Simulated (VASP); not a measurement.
La: single point with PBEsol+D3(BJ)

Crystal: La.

```xyz
2
Lattice="3.5099 0.0000 0.0000 -1.7550 3.0397 0.0000 0.0000 0.0000 5.7870" Properties=species:S:1:pos:R:3 pbc="T T T"
La    1.7550    1.0132    4.3403
La    0.0000    2.0265    1.4468
```

```yaml
Program: VASP 6.6.1
Task: single point
Functional: PBEsol
Dispersion: D3(BJ)
Potentials_or_basis: VASP PAW PBE potentials, release 64 (La)
Cutoff: 520 eV
k_mesh: 8 × 8 × 5
Occupations: fermi-dirac, width 0.05 eV
Spin: no spin polarisation
```

- Pressure: 0.1 GPa
- Band gap on the k mesh: zero (band 11 reaches 10.68 eV, above the bottom of band 12 at 9.14 eV)
- Dispersion energy per atom: -0.605 eV

Levels at points of the mesh, in eV from the Fermi level:
| k point | band 7 | band 8 | band 9 | band 10 | band 11 | band 12 | band 13 | band 14 | band 15 | band 16 |
| --- | --- | --- | --- | --- | --- | --- | --- | --- | --- | --- |
| (0.00, 0.00, 0.00) | -15.10 | -15.10 | -3.00 | -1.96 | 1.05 | 1.46 | 1.46 | 1.75 | 1.86 | 1.95 |
| (0.50, 0.00, 0.00) | -15.70 | -15.41 | -2.09 | -1.52 | -1.23 | 1.38 | 1.57 | 1.67 | 1.69 | 2.25 |

Wall time 24 s on 1 thread of AMD EPYC 9R45 96-Core Processor (Zen 5), with other jobs on the host, peak memory 0.18 GiB.

Caveat: the PAW data sets were made with another functional, which shifts forces and pressure a little; spin-orbit coupling is left out, which moves the levels of the heavy elements; pairwise dispersion overbinds metals, which lowers pressure and volume.
